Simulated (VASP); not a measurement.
# FeNi2 (Cmmm) in VASP: further runs

The runs below take FeNi2 through single point, relaxation of cell and atoms, with PBE.

Program: VASP 6.6.1. These are calculated values, not measurements. Logs are shortened: lines on timing, memory, paths and dates and some standing lists are left out, and cuts for length are marked.

**1. The cell of the first run**

It takes space group Cmmm (No. 65, orthorhombic). The conventional cell has a = 3.699 Å, b = 4.301 Å, c = 3.853 Å, α = 90.00°, β = 90.00°, γ = 90.00°. Within 2.6 Å of Fe (site symmetry mmm) lie 2 Ni at 1.93 Å. Within 2.5 Å of Ni (site symmetry mmm) lie 4 Ni at 1.85 to 2.15 Å and 2 Fe at 1.93 Å. Within 2.5 Å of Ni (site symmetry mmm) lie 4 Ni at 1.85 to 2.15 Å.

**2. Single point, PBE, collinear spin, ferromagnetic start**

File INCAR:

```
  PREC = Accurate
  ENCUT = 520
  EDIFF = 1E-6
  ISMEAR = 0
  SIGMA = 0.1
  LREAL = False
  LASPH = True
  NELM = 150
  ALGO = Normal
  ISIF = 2
  LWAVE = False
  LCHARG = True
  ISPIN = 2
  MAGMOM = 4 2 2
  LORBIT = 11
  LMAXMIX = 4
  GGA = PE
  LELF = True
  LVHAR = True
  NBANDS = 25
```

File KPOINTS:

```
Automatic mesh
0
Gamma
  6 6 4
```

File POSCAR:

```
FeNi2
1.0
    1.8492810700     -2.1504505300      0.0000000000
    1.8492810700      2.1504505300      0.0000000000
    0.0000000000      0.0000000000      3.8529053600
Fe Ni
1 2
Direct
    0.0000000000      0.0000000000      0.5000000000
    0.0000000000      0.0000000000      0.0000000000
    0.5000000000      0.5000000000      0.0000000000
```

Potentials or basis: VASP PAW PBE potentials, release 64 (Fe, Ni).

Run with:

```bash
> cat potpaw_PBE.64/Fe/POTCAR potpaw_PBE.64/Ni/POTCAR > POTCAR
> mpirun -np 1 vasp_std > vasp.out
```

OUTCAR:

```text
PREC = Accurate
   ENCUT = 520
   EDIFF = 1E-6
   ISMEAR = 0
   LREAL = False
   LASPH = True
   NELM = 150
   ISIF = 2
   ISPIN = 2
   LORBIT = 11
   GGA = PE

 ion  position               nearest neighbor table
   1  0.000  0.000  0.500-   2 1.93   2 1.93   3 2.67   3 2.67   3 2.67   3 2.67   3 2.89   3 2.89
                             3 2.89   3 2.89
   2  0.000  0.000  0.000-   3 1.85   3 1.85   1 1.93   1 1.93   3 2.15   3 2.15
   3  0.500  0.500  0.000-   2 1.85   2 1.85   2 2.15   2 2.15   1 2.67   1 2.67   1 2.67   1 2.67
                             1 2.89   1 2.89   1 2.89   1 2.89

  LATTYP: Found a base centered orthorhombic cell.
 ALAT       =     3.6985621400
 B/A-ratio  =     1.1628575909
 C/A-ratio  =     1.0417306007

  Lattice vectors:

 A1 = (   1.8492810700,  -2.1504505300,   0.0000000000)
 A2 = (   1.8492810700,   2.1504505300,   0.0000000000)
 A3 = (   0.0000000000,   0.0000000000,   3.8529053600)

Analysis of symmetry for initial positions (statically):
=====================================================================
 Subroutine PRICEL returns:
 Original cell was already a primitive cell.

 Routine SETGRP: Setting up the symmetry group for a
 base centered orthorhombic supercell.

 Subroutine GETGRP returns: Found  8 space group operations
 (whereof  8 operations were pure point group operations)
 out of a pool of  8 trial point group operations.

The static configuration has the point symmetry D_2h.

Analysis of symmetry for dynamics (positions and initial velocities):
=====================================================================
 Subroutine PRICEL returns:
 Original cell was already a primitive cell.

 Routine SETGRP: Setting up the symmetry group for a
 base centered orthorhombic supercell.

 Subroutine GETGRP returns: Found  8 space group operations
 (whereof  8 operations were pure point group operations)
 out of a pool of  8 trial point group operations.

The dynamic configuration has the point symmetry D_2h.

Analysis of structural, dynamic, and magnetic symmetry:
=====================================================================
 Subroutine PRICEL returns:
 Original cell was already a primitive cell.

 Routine SETGRP: Setting up the symmetry group for a
 base centered orthorhombic supercell.

 Subroutine GETGRP returns: Found  8 space group operations
 (whereof  8 operations were pure point group operations)
 out of a pool of  8 trial point group operations.

The overall configuration has the point symmetry D_2h.

 Subroutine INISYM returns: Found  8 space group operations
 (whereof  8 operations are pure point group operations),
 and found     1 'primitive' translations

----------------------------------------------------------------------------------------

                                     Primitive cell

  volume of cell :      30.6444

  direct lattice vectors                    reciprocal lattice vectors
     1.849281070 -2.150450530  0.000000000     0.270375341 -0.232509417  0.000000000
     1.849281070  2.150450530  0.000000000     0.270375341  0.232509417  0.000000000
     0.000000000  0.000000000  3.852905360     0.000000000  0.000000000  0.259544397

  length of vectors
     2.836243635  2.836243635  3.852905360     0.356599852  0.356599852  0.259544397

  position of ions in fractional coordinates (direct lattice)
     0.000000000  0.000000000  0.500000000
     0.000000000  0.000000000  0.000000000
     0.500000000  0.500000000  0.000000000

  ion indices of the primitive-cell ions
   primitive index   ion index
                 1           1
                 2           2
                 3           3

----------------------------------------------------------------------------------------

 KPOINTS: Automatic mesh

Automatic generation of k-mesh.
 Grid dimensions read from file:
 generate k-points for:    6    6    4

 Generating k-lattice:

  Cartesian coordinates                     Fractional coordinates (reciprocal lattice)
     0.045062557 -0.038751570  0.000000000     0.166666667  0.000000000  0.000000000
     0.045062557  0.038751570  0.000000000     0.000000000  0.166666667  0.000000000
     0.000000000  0.000000000  0.064886099     0.000000000  0.000000000  0.250000000

  Length of vectors
     0.059433309  0.059433309  0.064886099

  Shift w.r.t. Gamma in fractional coordinates (k-lattice)
     0.000000000  0.000000000  0.000000000

 Subroutine IBZKPT returns following result:
 ===========================================

 Found     39 irreducible k-points:

 Following reciprocal coordinates:
            Coordinates               Weight
  0.000000  0.000000  0.000000      1.000000
  0.166667  0.000000  0.000000      4.000000
  0.333333  0.000000  0.000000      4.000000
  0.500000  0.000000  0.000000      2.000000
  0.166667  0.166667  0.000000      2.000000
  0.333333  0.166667  0.000000      4.000000
[... 16 lines left out ...]
  0.333333  0.333333  0.250000      4.000000
  0.500000  0.333333  0.250000      8.000000
 [... further k-points ...]
   k-points           NKPTS =     39   k-points in BZ     NKDIM =     39   number of bands    NBANDS=     25
   number of dos      NEDOS =    301   number of ions     NIONS =      3
   total plane-waves  NPLWV =  17280
   dimension x,y,z NGX =    24 NGY =   24 NGZ =   30
   dimension x,y,z NGXF=    48 NGYF=   48 NGZF=   60
   ions per type =               1   2
   NGX,Y,Z   is equivalent  to a cutoff of  14.07, 14.07, 12.94 a.u.
   NGXF,Y,Z  is equivalent  to a cutoff of  28.14, 28.14, 25.89 a.u.
 SYSTEM =  unknown system
   PREC   = accura    normal or accurate (medium, high low for compatibility)
   ISTART =      0    job   : 0-new  1-cont  2-samecut
   ICHARG =      2    charge: 1-file 2-atom 10-const
   ISPIN  =      2    spin polarized calculation?
   LNONCOLLINEAR =      F non collinear calculations
   LSORBIT =      F    spin-orbit coupling
   LASPH  =      T    aspherical Exc in radial PAW
   ENCUT  =  520.0 eV  38.22 Ry    6.18 a.u.   5.27  5.27  7.16*2*pi/ulx,y,z
   NELM   =    150;   NELMIN=  2; NELMDL= -5     # of ELM steps
   EDIFF  = 0.1E-05   stopping-criterion for ELM
   LREAL  =      F    real-space projection
   EDIFFG = 0.1E-04   stopping-criterion for IOM
   NSW    =      0    number of steps for IOM
   IBRION =     -1    ionic relax: 0-MD 1-quasi-New 2-CG
   NFREE  =      0    steps in history (QN), initial steepest desc. (CG)
   ISIF   =      2    stress and relaxation
   ISYM   =      2    0-nonsym 1-usesym 2-fastsym
   POTIM  = 0.5000    time-step for ionic-motion
   TEBEG  =    0.0;   TEEND  =   0.0 temperature during run
   PSTRESS=    0.0 pullay stress
   NELECT =      28.0000    total number of electrons
   NUPDOWN=      -1.0000    fix difference up-down
   EMIN   =  10.00;   EMAX   =-10.00  energy-range for DOS
   EFERMI =   0.00;   METHOD = LEGACY
   ISMEAR =     0;   SIGMA  =   0.10  broadening in eV -4-tet -1-fermi 0-gaus
   EFERMI_NEDOS =   21; number of points for ismear=-14 and -15
   IALGO  =     38    algorithm
   IMIX   =      4    mixing-type and parameters
     AMIX     =   0.40;   BMIX     =  1.00
     AMIX_MAG =   1.60;   BMIX_MAG =  1.00
  volume/ion in A,a.u.               =      10.21        68.93
  Fermi-wavevector in a.u.,A,eV,Ry     =   1.588586  3.001991 34.335717  2.523604
  Thomas-Fermi vector in A             =   2.687566
   LORBIT       =     11    0 simple, 1 ext, 2 COOP (PROOUT), +10 PAW based schemes
   GGA     = PE    functional components
   LHFCALC =     F    Hartree Fock is set to
   AEXX    =    0.0000 exact exchange contribution
   IVDW    =     0    specifies the selected vdW correction
   LEPSILON=     F    determine dielectric tensor
   LRPA    =     F    only Hartree local field effects (RPA)
 spin polarized calculation
 Gauss-broadening in eV      SIGMA  =   0.10
  energy-cutoff  :      520.00
  volume of cell :       30.64
 maximum number of plane-waves:       834
 NGX is ok and might be reduce to    24
   NGX = 11   NGY = 11   NGZ = 15

 number of electron      27.9999991 magnetization       3.4123212

 Free energy of the ion-electron system (eV)
  ---------------------------------------------------
  ext. energy  EPLUGINS =         0.00000000
  ---------------------------------------------------
  free energy    TOTEN  =       -12.10169135 eV

  energy without entropy =      -12.08590289  energy(sigma->0) =      -12.09379712

 E-fermi :   9.7550     XC(G=0): -13.4173

 val. band max:        9.7446413857   @ k =   0.0000   0.0000   0.0000
 cond. band min:       9.7570895726   @ k =   0.5000   0.1667   0.2500
 fundamental gap:      0.0124481869
 Fermi energy:         9.7550029142

 spin component 1

 k-point     1 :       0.0000    0.0000    0.0000
  band No.  band energies     occupation
      1      -0.0405      1.00000
      2       2.4693      1.00000
      3       2.9498      1.00000
      4       3.4854      1.00000
      5       3.6846      1.00000
      6       4.9155      1.00000
[... 17 lines left out ...]
     24      29.6334      0.00000
     25      29.9892      0.00000
[... 621 lines left out ...]
      3       3.7066      1.00000
      4       4.3051      1.00000
      5       5.2550      1.00000
      6       5.7211      1.00000
[... 17 lines left out ...]
     24      26.1409      0.00000
     25      28.2728      0.00000

 [... further k-points ...]

 spin component 2

 k-point     1 :       0.0000    0.0000    0.0000
  band No.  band energies     occupation
      1       0.0571      1.00000
      2       2.8249      1.00000
      3       3.4046      1.00000
      4       4.3307      1.00000
      5       4.3310      1.00000
      6       5.9985      1.00000
[... 17 lines left out ...]
     24      29.9908      0.00000
     25      30.1555      0.00000
[... 621 lines left out ...]
      3       4.3786      1.00000
      4       5.1484      1.00000
      5       5.7558      1.00000
      6       6.3825      1.00000
[... 17 lines left out ...]
     24      26.5010      0.00000
     25      28.6299      0.00000

 [... further k-points ...]
[... 5 lines left out ...]
  --------------------------------------------------------------------------------------
  -------------------------------------------------------------------------------------
  Total       31.4583238      7.9747791     22.0295371      0.0000000      0.0000000      0.0000000
  in kB     1644.7331390    416.9447686   1151.7686042      0.0000000      0.0000000      0.0000000
  external PRESSURE =    1071.1488373 kB  Pullay stress =       0.0000000 kB

 VOLUME and BASIS-vectors are now :
 -----------------------------------------------------------------------------
  energy-cutoff  :      520.00
  volume of cell :       30.64
      direct lattice vectors                 reciprocal lattice vectors
     1.849281070 -2.150450530  0.000000000     0.270375341 -0.232509417  0.000000000
     1.849281070  2.150450530  0.000000000     0.270375341  0.232509417  0.000000000
     0.000000000  0.000000000  3.852905360     0.000000000  0.000000000  0.259544397

 POSITION                                       TOTAL-FORCE (eV/Angst)
 -----------------------------------------------------------------------------------
      0.00000      0.00000      1.92645        -0.000000     -0.000000      0.000000
      0.00000      0.00000      0.00000        -0.000000     -0.000000      0.000000
      1.84928      0.00000      0.00000         0.000000      0.000000      0.000000
 -----------------------------------------------------------------------------------
    total drift:                               -0.000000     -0.000000     -0.000000

  FREE ENERGIE OF THE ION-ELECTRON SYSTEM (eV)
  ---------------------------------------------------
  free  energy   TOTEN  =       -12.1016913474 eV

  energy  without entropy=      -12.0859028902  energy(sigma->0) =      -12.09379712

 total charge

# of ion       s       p       d       tot
------------------------------------------
    1        0.474   0.497   6.442   7.413
    2        0.814   0.858   8.756  10.428
    3        0.635   0.704   8.644   9.983
--------------------------------------------------
tot          1.923   2.059  23.842  27.824

 magnetization (x)

# of ion       s       p       d       tot
------------------------------------------
    1        0.017   0.006   2.419   2.442
    2       -0.007  -0.025   0.593   0.561
    3       -0.008  -0.037   0.389   0.343
--------------------------------------------------
tot          0.002  -0.057   3.401   3.346
```

Wall time 28 s (1 thread of Intel Xeon 6975P-C (Granite Rapids), shared host); peak memory 0.18 GiB.

Results:

```
Free energy                                           : -12.1017 eV
Pressure                                              : 107.1 GPa
Net moment                                            : 3.41 μB per cell
Site moments                                          : Fe +2.44; Ni +0.56, +0.34 μB
Valence electrons inside the program's atomic spheres : Fe 7.41; Ni 10.43, 9.98
```

Caveat: the k points lie up to 0.41 Å⁻¹ apart.

**3. Relaxation of cell and atoms, PBE, collinear spin, ferromagnetic start**

File INCAR:

```
PREC     = Accurate       # precision mode
ENCUT    = 600            # plane-wave cutoff, eV
EDIFF    = 1E-7           # SCF threshold, eV
ISMEAR   = 0              # smearing method
SIGMA    = 0.1            # smearing width, eV
LREAL    = F              # projectors in reciprocal space
LASPH    = T              # aspherical terms in the spheres
NELM     = 150            # most SCF steps
ALGO     = Fast           # electronic algorithm
ISIF     = 3              # what is computed and relaxed
LWAVE    = F              # write WAVECAR
LCHARG   = F              # write CHGCAR
ISPIN    = 2              # spin polarisation
MAGMOM   = 4 2 2          # initial moments
LORBIT   = 11             # projections on sites
LMAXMIX  = 4              # l up to which the mixer works
GGA      = PE             # functional
IBRION   = 2              # ionic algorithm
NSW      = 90             # ionic steps
EDIFFG   = -0.04          # ionic threshold
```

KPOINTS is that of step 2.

POSCAR is that of step 2.

Potentials or basis: VASP PAW PBE potentials, release 64 (Fe, Ni).

Run with:

```bash
> cat potpaw_PBE.64/Fe/POTCAR potpaw_PBE.64/Ni/POTCAR > POTCAR
> mpirun -np 1 vasp_std > vasp.out
```

It took 18 min on 1 thread of Intel Xeon 6975P-C (Granite Rapids), shared host; peak memory 0.22 GiB.

Results (log left out):

```yaml
Free_energy: -16.1946 eV
Relaxed_volume: 15.01 Å³/atom
Relaxed_cell: a = 3.171 Å, b = 3.171 Å, c = 4.480 Å, α = 90.00°, β = 90.00°, γ = 90.04°
Space_group_after_relaxing_to_0.05_Å: P4/mmm (No. 123)
Energy_gained_by_relaxing: 1364.4 meV/atom
Ionic_steps: 12
Pressure_after_relaxing: 0.0 GPa
Net_moment: 4.41 μB per cell
Site_moments: Fe +3.16; Ni +0.68, +0.54 μB
Valence_electrons_inside_the_program's_atomic_spheres: Fe 6.73; Ni 9.49, 9.22
```

Step by step:
```csv
step,energy change (eV),largest force (eV/Å),pressure (GPa),volume (Å³)
1,0.0000,0.0000,107.03,30.64
2,-1.4279,0.0000,-14.52,70.47
3,25.7276,0.0000,52.15,45.47
4,-2.6416,0.0000,-17.08,61.74
5,-3.6986,0.0000,-12.10,53.23
6,-3.9698,0.0000,-7.79,49.26
7,-4.0505,0.0000,-4.81,47.34
8,-4.0740,0.0000,-3.01,46.40
9,-4.0810,0.0000,-2.02,45.94
10,-4.0926,0.0000,0.58,44.80
11,-4.0928,0.0000,0.26,44.93
12,-4.0931,0.0000,-0.04,45.04
```

Final structure:
```yaml
crystal:
  lattice:
    - [2.24124, -2.24286, 0.00000]
    - [2.24124, 2.24286, 0.00000]
    - [0.00000, 0.00000, 4.48044]
  atoms:
    - { symbol: Fe, position: [0.00000, 0.00000, 0.50000] }
    - { symbol: Ni, position: [0.00000, 0.00000, 0.00000] }
    - { symbol: Ni, position: [0.50000, 0.50000, 0.00000] }
```

Levels at points of the mesh, in eV from the Fermi level:
Spin up:
```
           k point  band 14  band 15  band 16  band 17  band 18  band 19
(0.00, 0.00, 0.00)    -0.56    -0.29    -0.02     0.61     4.23     6.83
(0.50, 0.00, 0.00)    -1.28    -1.23    -0.98    -0.92     4.51     5.64
(0.50, 0.50, 0.00)    -0.64    -0.34    -0.16    -0.16     3.50     4.78
(0.00, 0.00, 0.50)    -0.82    -0.82    -0.29     0.61     8.56     8.57
(0.50, 0.00, 0.50)    -1.35    -1.27    -0.87     0.42     0.95     1.09
(0.50, 0.50, 0.50)    -0.68    -0.68     1.97     1.98     3.32     4.31
```
Spin down:
```csv
k point,band 9,band 10,band 11,band 12,band 13,band 14,band 15,band 16
"(0.00, 0.00, 0.00)",-0.24,-0.23,0.05,0.48,0.65,1.18,1.22,1.24
"(0.50, 0.00, 0.00)",-1.30,-0.84,-0.69,-0.37,-0.23,0.81,0.93,1.26
"(0.50, 0.50, 0.00)",-0.14,-0.13,-0.06,-0.06,0.72,0.91,1.02,1.02
"(0.00, 0.00, 0.50)",-0.64,-0.35,-0.16,-0.16,0.41,0.42,0.48,1.18
"(0.50, 0.00, 0.50)",-0.99,-0.94,-0.51,-0.47,-0.32,0.17,0.71,0.89
"(0.50, 0.50, 0.50)",-0.63,-0.55,-0.51,-0.45,0.02,0.02,0.89,2.96
```

Caveat: the k points lie up to 0.35 Å⁻¹ apart in the final cell; the volume moved by over 15 % at a fixed basis, so the end points are rough.
